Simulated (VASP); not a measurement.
Set up this calculation in VASP 6.6.1, as the native input.

```
Task                   : single point
Functional             : r2SCAN
Potentials or basis    : VASP PAW PBE potentials, release 64 (Si)
Cutoff                 : 520 eV
k mesh                 : 20 × 20 × 20
Occupations            : gaussian, width 0.15 eV
Spin                   : no spin polarisation
Dipole correction      : no
Further INCAR settings : ALGO = Normal; EDIFF = 1e-06; NBANDS = 11
```

Crystal: Si.

```
Si
1.0
    -2.48994    2.48994    1.26280
     2.48994   -2.48994    1.26280
     2.48994    2.48994   -1.26280
Si
2
Direct
  0.25000 0.75000 0.50000
  0.50000 0.50000 0.00000
```

This cell differs from its parent crystal: strain +0.050 along x and y, -0.050 along z.

The input as run:

POSCAR

```
Si
1.0
   -2.4899409197      2.4899409197      1.2628021204
    2.4899409197     -2.4899409197      1.2628021204
    2.4899409197      2.4899409197     -1.2628021204
Si
2
Direct
    0.2500000000      0.7500000000      0.5000000000
    0.5000000000      0.5000000000      0.0000000000
```

INCAR.step1

```
PREC = Accurate ; ENCUT = 520
ISMEAR = 0 ; SIGMA = 0.15
LREAL = F ; LASPH = T
NELM = 80 ; NBANDS = 11
GGA = PE ; ALGO = Normal
EDIFF = 1E-4 ; LWAVE = T
LCHARG = F
```

INCAR.step2

```
PREC = Accurate ; ENCUT = 520
EDIFF = 1E-6 ; ISMEAR = 0
SIGMA = 0.15 ; LREAL = F
LASPH = T ; NELM = 80
ALGO = Normal ; ISIF = 2
LWAVE = F ; LCHARG = F
METAGGA = R2SCAN ; LMIXTAU = T
NBANDS = 11 ; ISTART = 1
```

KPOINTS

```
Automatic mesh
0
Gamma
  20 20 20
```

Potentials or basis: VASP PAW PBE potentials, release 64 (Si).

Launch:

```sh
$ cat potpaw_PBE.64/Si/POTCAR > POTCAR
$ cp INCAR.step1 INCAR
$ mpirun -np 1 vasp_std > vasp.out
$ cp INCAR.step2 INCAR
$ mpirun -np 1 vasp_std > vasp.out
```

It gave:

```
Pressure               : -2.7 GPa
Band gap on the k mesh : zero (bands 4 and 5 overlap by 5.70 eV)
```

Caveat: the cell differs from its parent crystal (strain +0.050 along x and y, -0.050 along z); the stress differs along the axes, from -6 to 4 GPa; the PAW data sets were made with another functional, which shifts forces and pressure a little.

It took 15 min on 1 thread of Intel Xeon 8259CL, with other jobs on the host, peak memory 0.3 GiB.
